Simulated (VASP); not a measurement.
**Si5IrO12: single point with PBEsol+U**

Crystal: Si5IrO12.

```
Ir Si O
1.0
     9.83272    0.00000    0.00000
    -2.45818    4.25769    0.00000
     0.00000    0.00000    5.40840
Ir Si O
1 5 12
Direct
  0.20956 0.02802 0.66846
  0.74377 0.96865 0.66319
  0.99245 0.40918 0.32481
  0.49666 0.48447 0.32678
  0.27989 0.60446 0.01539
  0.76503 0.50914 0.99180
  0.28697 0.46234 0.74843
  0.71717 0.24389 0.77687
  0.34389 0.14062 0.39577
  0.85336 0.06916 0.41720
  0.43982 0.68777 0.16394
  0.91777 0.55899 0.14162
  0.12720 0.36854 0.18299
  0.61477 0.40981 0.16960
  0.05886 0.60791 0.57890
  0.57881 0.67267 0.57800
  0.26700 0.92479 0.96897
  0.82152 0.85166 0.87125
```

| Property | Result |
| --- | --- |
| Program | VASP 6.6.1 |
| Task | single point |
| Functional | PBEsol |
| Potentials or basis | VASP PAW PBE potentials, release 64 (Ir, Si, O) |
| Cutoff | 600 eV |
| k mesh | 4 × 4 × 3 |
| Occupations | gaussian, width 0.05 eV |
| Spin | no spin polarisation |
| Hubbard terms | Ir d U = 2.0 eV |
| Dipole correction | no |
| Further INCAR settings | ALGO = Normal; EDIFF = 1e-06; NBANDS = 66 |

| Property | Result |
| --- | --- |
| Pressure | 2.7 GPa |
| Largest force | 0.290 eV/Å |

Forces in eV/Å, atoms in the order of the input:
```
Ir  -0.102  0.093 -0.020
Si  -0.028  0.015  0.014
Si   0.037 -0.074 -0.127
Si  -0.007 -0.083 -0.005
Si  -0.026  0.080  0.074
Si  -0.018 -0.002  0.008
O   -0.028 -0.090 -0.152
O   -0.001  0.008 -0.010
O    0.010 -0.023 -0.079
O   -0.005 -0.038 -0.022
O    0.013  0.037 -0.028
O    0.020  0.004  0.022
O    0.003 -0.025  0.027
O    0.014  0.002 -0.004
O    0.155  0.109  0.219
O   -0.017 -0.004  0.032
O   -0.036 -0.042  0.044
O    0.016  0.032  0.006
```

Stress tensor (GPa, compression positive):
```
 0.80  0.86  1.15
 0.86  3.84 -0.80
 1.15 -0.80  3.59
```

Levels at points of the mesh, in eV from the Fermi level:
```
           k point  band 47  band 48  band 49  band 50  band 51  band 52  band 53  band 54  band 55  band 56
(0.00, 0.00, 0.00)    -2.45    -2.23    -0.92    -0.67    -0.12     0.94     2.30     3.63     5.73     6.40
(0.50, 0.00, 0.00)    -2.40    -2.27    -0.93    -0.67    -0.14     0.95     2.38     4.24     4.54     6.55
(0.00, 0.50, 0.00)    -2.46    -2.21    -1.02    -0.72     0.13     0.93     2.47     5.73     6.01     6.25
(0.50, 0.50, 0.00)    -2.43    -2.26    -1.01    -0.72     0.11     0.92     2.45     5.53     5.77     6.66
```

Eigenvalues of the final occupation matrices:
| site | spin | trace | eigenvalues |
| --- | --- | --- | --- |
| site 1 d | 1 | 3.56 | 0.46 0.51 0.70 0.92 0.97 |
| site 1 d | 2 | 3.56 | 0.46 0.51 0.70 0.92 0.97 |

Wall time 15 min on 1 thread of Intel Xeon 6975P-C, on a shared host, peak memory 0.63 GiB.

Caveat: the k points lie up to 0.39 Å⁻¹ apart; the PAW data sets were made with another functional, which shifts forces and pressure a little; spin-orbit coupling is left out, which moves the levels of the heavy elements; an odd number of electrons without spin polarisation forces a metal; a magnetic or distorted state may lie lower; U without spin polarisation on a metal has little footing.
